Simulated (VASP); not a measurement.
# HfB in VASP: notebook

Runs on HfB. Level: LDA. Tasks: single point.

Program: VASP 6.6.1. These are calculated values, not measurements. Logs are shortened: lines on timing, memory, paths and dates and some standing lists are left out, and cuts for length are marked.

## 1. The cell of the first run

The structure is trigonal, space group R-3m (No. 166). Conventional cell: a = 3.234 Å, b = 3.234 Å, c = 8.162 Å, α = 90.00°, β = 90.00°, γ = 120.00°. Hf (site symmetry -3m) has 6 B at 2.31 Å within 3.1 Å. B (site symmetry -3m) has 6 Hf at 2.31 Å within 3.1 Å.

## 2. Single point, LDA (equal xy, yz and zx shear strains of +2 %)

The input, INCAR:

```
SYSTEM = HfB
PREC = Accurate
ENCUT = 520
EDIFF = 1E-7
ISMEAR = -1
SIGMA = 0.05
LREAL = .False.
LASPH = .True.
NELM = 80
ALGO = Normal
ISIF = 2
LWAVE = .False.
LCHARG = .False.
GGA = CA
NBANDS = 14
```

The input, KPOINTS:

```
Automatic mesh
0
Gamma
  15 15 15
  0 0 0
```

The input, POSCAR:

```
HfB
1.0
    0.0462000000      2.3331000000      2.3331000000
    2.3331000000      0.0462000000      2.3331000000
    2.3331000000      2.3331000000      0.0462000000
Hf B
1 1
Direct
    0.5000000000      0.5000000000      0.5000000000
    0.0000000000      0.0000000000      0.0000000000
```

Potentials or basis: VASP PAW LDA potentials, release 64 (Hf_pv, B).

On the command line:

```console
cat potpaw_LDA.64/Hf_pv/POTCAR potpaw_LDA.64/B/POTCAR > POTCAR
mpirun -np 1 vasp_std > vasp.out
```

OUTCAR:

```text
SYSTEM = HfB
   PREC = Accurate
   ENCUT = 520
   EDIFF = 1E-7
   ISMEAR = -1
   LREAL = .False.
   LASPH = .True.
   NELM = 80
   ISIF = 2
   GGA = CA

 ion  position               nearest neighbor table
   1  0.500  0.500  0.500-   2 2.31   2 2.31   2 2.31   2 2.31   2 2.31   2 2.31
   2  0.000  0.000  0.000-   1 2.31   1 2.31   1 2.31   1 2.31   1 2.31   1 2.31

  LATTYP: Found a trigonal (rhomboedric) cell.
 ALAT       =     3.2998250954
 COS(alpha) =     0.5197000882

  Lattice vectors:

 A1 = (   0.0462000000,   2.3331000000,   2.3331000000)
 A2 = (   2.3331000000,   0.0462000000,   2.3331000000)
 A3 = (   2.3331000000,   2.3331000000,   0.0462000000)

Analysis of symmetry for initial positions (statically):
=====================================================================
 Subroutine PRICEL returns:
 Original cell was already a primitive cell.

 Routine SETGRP: Setting up the symmetry group for a
 trigonal (rhombohedral) supercell.

 Subroutine GETGRP returns: Found 12 space group operations
 (whereof 12 operations were pure point group operations)
 out of a pool of 12 trial point group operations.

The static configuration has the point symmetry D_3d.

Analysis of symmetry for dynamics (positions and initial velocities):
=====================================================================
 Subroutine PRICEL returns:
 Original cell was already a primitive cell.

 Routine SETGRP: Setting up the symmetry group for a
 trigonal (rhombohedral) supercell.

 Subroutine GETGRP returns: Found 12 space group operations
 (whereof 12 operations were pure point group operations)
 out of a pool of 12 trial point group operations.

The dynamic configuration has the point symmetry D_3d.

 Subroutine INISYM returns: Found 12 space group operations
 (whereof 12 operations are pure point group operations),
 and found     1 'primitive' translations

----------------------------------------------------------------------------------------

                                     Primitive cell

  volume of cell :      24.6454

  direct lattice vectors                    reciprocal lattice vectors
     0.046200000  2.333100000  2.333100000    -0.220780078  0.216493086  0.216493086
     2.333100000  0.046200000  2.333100000     0.216493086 -0.220780078  0.216493086
     2.333100000  2.333100000  0.046200000     0.216493086  0.216493086 -0.220780078

  length of vectors
     3.299825095  3.299825095  3.299825095     0.377468351  0.377468351  0.377468351

  position of ions in fractional coordinates (direct lattice)
     0.500000000  0.500000000  0.500000000
     0.000000000  0.000000000  0.000000000

  ion indices of the primitive-cell ions
   primitive index   ion index
                 1           1
                 2           2

----------------------------------------------------------------------------------------

 KPOINTS: Automatic mesh

Automatic generation of k-mesh.
 Grid dimensions read from file:
 generate k-points for:   15   15   15

 Generating k-lattice:

  Cartesian coordinates                     Fractional coordinates (reciprocal lattice)
    -0.014718672  0.014432872  0.014432872     0.066666667 -0.000000000 -0.000000000
     0.014432872 -0.014718672  0.014432872    -0.000000000  0.066666667 -0.000000000
     0.014432872  0.014432872 -0.014718672    -0.000000000 -0.000000000  0.066666667

  Length of vectors
     0.025164557  0.025164557  0.025164557

  Shift w.r.t. Gamma in fractional coordinates (k-lattice)
     0.000000000  0.000000000  0.000000000

 Subroutine IBZKPT returns following result:
 ===========================================

 Found    344 irreducible k-points:

 Following reciprocal coordinates:
            Coordinates               Weight
  0.000000  0.000000  0.000000      1.000000
  0.066667  0.000000  0.000000      6.000000
  0.133333  0.000000 -0.000000      6.000000
  0.200000  0.000000  0.000000      6.000000
  0.266667  0.000000 -0.000000      6.000000
  0.333333  0.000000 -0.000000      6.000000
[... 16 lines left out ...]
  0.133333  0.133333 -0.000000      6.000000
  0.200000  0.133333  0.000000     12.000000
 [... further k-points ...]
   k-points           NKPTS =    344   k-points in BZ     NKDIM =    344   number of bands    NBANDS=     14
   number of dos      NEDOS =    301   number of ions     NIONS =      2
   total plane-waves  NPLWV =  21952
   dimension x,y,z NGX =    28 NGY =   28 NGZ =   28
   dimension x,y,z NGXF=    56 NGYF=   56 NGZF=   56
   ions per type =               1   1
   NGX,Y,Z   is equivalent  to a cutoff of  14.11, 14.11, 14.11 a.u.
   NGXF,Y,Z  is equivalent  to a cutoff of  28.21, 28.21, 28.21 a.u.
 SYSTEM =  HfB
   PREC   = accura    normal or accurate (medium, high low for compatibility)
   ISTART =      0    job   : 0-new  1-cont  2-samecut
   ICHARG =      2    charge: 1-file 2-atom 10-const
   ISPIN  =      1    spin polarized calculation?
   LNONCOLLINEAR =      F non collinear calculations
   LSORBIT =      F    spin-orbit coupling
   LASPH  =      T    aspherical Exc in radial PAW
   ENCUT  =  520.0 eV  38.22 Ry    6.18 a.u.   6.14  6.14  6.14*2*pi/ulx,y,z
   NELM   =     80;   NELMIN=  2; NELMDL= -5     # of ELM steps
   EDIFF  = 0.1E-06   stopping-criterion for ELM
   LREAL  =      F    real-space projection
   EDIFFG = 0.1E-05   stopping-criterion for IOM
   NSW    =      0    number of steps for IOM
   IBRION =     -1    ionic relax: 0-MD 1-quasi-New 2-CG
   NFREE  =      0    steps in history (QN), initial steepest desc. (CG)
   ISIF   =      2    stress and relaxation
   ISYM   =      2    0-nonsym 1-usesym 2-fastsym
   POTIM  = 0.5000    time-step for ionic-motion
   TEBEG  =    0.0;   TEEND  =   0.0 temperature during run
   PSTRESS=    0.0 pullay stress
   NELECT =      13.0000    total number of electrons
   NUPDOWN=      -1.0000    fix difference up-down
   EMIN   =  10.00;   EMAX   =-10.00  energy-range for DOS
   EFERMI =   0.00;   METHOD = LEGACY
   ISMEAR =    -1;   SIGMA  =   0.05  broadening in eV -4-tet -1-fermi 0-gaus
   EFERMI_NEDOS =   21; number of points for ismear=-14 and -15
   IALGO  =     38    algorithm
   IMIX   =      4    mixing-type and parameters
     AMIX     =   0.40;   BMIX     =  1.00
     AMIX_MAG =   1.60;   BMIX_MAG =  1.00
  volume/ion in A,a.u.               =      12.32        83.16
  Fermi-wavevector in a.u.,A,eV,Ry     =   1.322748  2.499631 23.805601  1.749662
  Thomas-Fermi vector in A             =   2.452406
   LORBIT       =      0    0 simple, 1 ext, 2 COOP (PROOUT), +10 PAW based schemes
   GGA     = CA    functional components
   LHFCALC =     F    Hartree Fock is set to
   AEXX    =    0.0000 exact exchange contribution
   IVDW    =     0    specifies the selected vdW correction
   LEPSILON=     F    determine dielectric tensor
   LRPA    =     F    only Hartree local field effects (RPA)
 non-spin polarized calculation
  energy-cutoff  :      520.00
  volume of cell :       24.65
 maximum number of plane-waves:       676
 NGX is ok and might be reduce to    28
   NGX = 13   NGY = 13   NGZ = 13

 number of electron      13.0000000 magnetization

 Free energy of the ion-electron system (eV)
  ---------------------------------------------------
  ext. energy  EPLUGINS =         0.00000000
  ---------------------------------------------------
  free energy    TOTEN  =       -18.86933553 eV

  energy without entropy =      -18.86147454  energy(sigma->0) =      -18.86540504

 E-fermi :   5.1137     XC(G=0): -12.4546

 val. band max:        5.1063218955   @ k =  -0.2000  -0.4000   0.0667
 cond. band min:       5.1142119971   @ k =  -0.2000   0.1333   0.0667
 fundamental gap:      0.0078901016
 Fermi energy:         5.1136539612

 k-point     1 :       0.0000    0.0000    0.0000
  band No.  band energies     occupation
      1     -23.1044      2.00000
      2     -23.0540      2.00000
      3     -23.0540      2.00000
      4      -4.3425      2.00000
      5       6.9084      0.00000
      6       7.3550      0.00000
      7       7.3550      0.00000
      8       8.8923      0.00000
      9       9.1488      0.00000
     10       9.1488      0.00000
     11       9.2676      0.00000
     12       9.2676      0.00000
     13      16.8677      0.00000
     14      18.2292      0.00000

 k-point     2 :       0.0667    0.0000    0.0000
  band No.  band energies     occupation
      1     -23.1132      2.00000
      2     -23.0838      2.00000
      3     -23.0582      2.00000
      4      -4.2109      2.00000
      5       6.7758      0.00000
      6       6.9675      0.00000
      7       7.3010      0.00000
      8       8.0259      0.00000
      9       8.1506      0.00000
     10       9.3487      0.00000
     11      10.4990      0.00000
     12      10.5821      0.00000
     13      17.2133      0.00000
     14      18.3722      0.00000

 k-point     3 :       0.1333    0.0000   -0.0000
  band No.  band energies     occupation
      1     -23.1950      2.00000
      2     -23.1097      2.00000
      3     -23.0701      2.00000
      4      -3.8289      2.00000
      5       5.9432      0.00000
      6       6.2809      0.00000
      7       6.6037      0.00000
      8       7.8633      0.00000
      9       8.1076      0.00000
     10       9.6990      0.00000
     11      12.0344      0.00000
     12      12.0968      0.00000
     13      18.1671      0.00000
     14      18.7229      0.00000
[... 324 lines left out ...]
 k-point    23 :       0.1333    0.1333   -0.0000
  band No.  band energies     occupation
      1     -23.1963      2.00000
      2     -23.1298      2.00000
      3     -23.0973      2.00000
      4      -3.6751      2.00000
      5       5.4241      0.00401
      6       6.3429      0.00000
      7       6.7021      0.00000
      8       6.8628      0.00000
      9       9.5312      0.00000
     10      10.3322      0.00000
     11      10.5538      0.00000
     12      13.2301      0.00000
     13      18.4799      0.00000
     14      19.0262      0.00000

 k-point    24 :       0.2000    0.1333    0.0000
  band No.  band energies     occupation
      1     -23.2805      2.00000
      2     -23.1563      2.00000
      3     -23.1137      2.00000
      4      -3.2516      2.00000
      5       4.6314      1.99987
      6       5.7540      0.00001
      7       6.3469      0.00000
      8       7.1208      0.00000
      9       9.4952      0.00000
     10      10.9757      0.00000
     11      11.4616      0.00000
     12      14.3246      0.00000
     13      19.2975      0.00000
     14      19.4418      0.00000

 [... further k-points ...]
[... 5 lines left out ...]
  --------------------------------------------------------------------------------------
  -------------------------------------------------------------------------------------
  Total        3.0852386      3.0852386      3.0852386     -0.2028273     -0.2028273     -0.2028273
  in kB      200.5685567    200.5685567    200.5685567    -13.1856203    -13.1856203    -13.1856203
  external PRESSURE =     200.5685567 kB  Pullay stress =       0.0000000 kB

 VOLUME and BASIS-vectors are now :
 -----------------------------------------------------------------------------
  energy-cutoff  :      520.00
  volume of cell :       24.65
      direct lattice vectors                 reciprocal lattice vectors
     0.046200000  2.333100000  2.333100000    -0.220780078  0.216493086  0.216493086
     2.333100000  0.046200000  2.333100000     0.216493086 -0.220780078  0.216493086
     2.333100000  2.333100000  0.046200000     0.216493086  0.216493086 -0.220780078

 POSITION                                       TOTAL-FORCE (eV/Angst)
 -----------------------------------------------------------------------------------
      2.35620      2.35620      2.35620         0.000000     -0.000000      0.000000
      0.00000      0.00000      0.00000        -0.000000      0.000000     -0.000000
 -----------------------------------------------------------------------------------
    total drift:                                0.000000      0.000000      0.000000

  FREE ENERGIE OF THE ION-ELECTRON SYSTEM (eV)
  ---------------------------------------------------
  free  energy   TOTEN  =       -18.8693355346 eV

  energy  without entropy=      -18.8614745405  energy(sigma->0) =      -18.86540504
```

It took 52 s on 1 thread of Intel Xeon 6975P-C (Granite Rapids), shared host; peak memory 0.24 GiB.

Results:

| Item | Value |
| --- | --- |
| Free energy | -18.8693 eV |
| Pressure | 20.1 GPa |

Levels at points of the mesh, in eV from the Fermi level:
```tsv
k point	band 3	band 4	band 5	band 6	band 7	band 8	band 9	band 10	band 11	band 12
(0.00, 0.00, 0.00)	-28.17	-9.46	1.79	2.24	2.24	3.78	4.04	4.04	4.15	4.15
```

Caveat: the cell differs from its parent crystal (equal xy, yz and zx shear strains of +2 %); spin-orbit coupling is left out, which moves the levels of the heavy elements.

## 3. Single point, LDA

The input, INCAR:

```
SYSTEM = HfB
  ALGO = Normal
  EDIFF = 1E-6
  ENCUT = 520
  ISIF = 2
  ISMEAR = -1
  LASPH = .True.
  LCHARG = .False.
  LREAL = .False.
  LWAVE = .False.
  NBANDS = 14
  NELM = 100
  PREC = Accurate
  SIGMA = 0.05
```

The input, KPOINTS:

```
k-points
0
Gamma
  15 15 15
  0 0 0
```

The input, POSCAR:

```
HfB
1.0
    0.0000000000      2.3100000000      2.3100000000
    2.3100000000      0.0000000000      2.3100000000
    2.3100000000      2.3100000000      0.0000000000
Hf B
1 1
Direct
    0.5000000000      0.5000000000      0.5000000000
    0.0000000000      0.0000000000      0.0000000000
```

Potentials or basis: VASP PAW LDA potentials, release 64 (Hf_pv, B).

On the command line:

```console
cat potpaw_LDA.64/Hf_pv/POTCAR potpaw_LDA.64/B/POTCAR > POTCAR
mpirun -np 1 vasp_std > vasp.out
```

Wall time 19 s (1 thread of Intel Xeon Platinum 8375C at 2.90GHz (Ice Lake), shared host); peak memory 0.16 GiB.

The run converged. Its results:

| Quantity | Value |
| --- | --- |
| Free energy | -18.8762 eV |
| Pressure | 20.0 GPa |

Levels at points of the mesh, in eV from the Fermi level:
| k point | band 4 | band 5 | band 6 | band 7 | band 8 | band 9 | band 10 | band 11 |
| --- | --- | --- | --- | --- | --- | --- | --- | --- |
| (0.00, 0.00, 0.00) | -9.45 | 2.11 | 2.11 | 2.11 | 3.95 | 3.95 | 3.95 | 4.15 |

Caveat: spin-orbit coupling is left out, which moves the levels of the heavy elements.

[end of part 1 of 2]
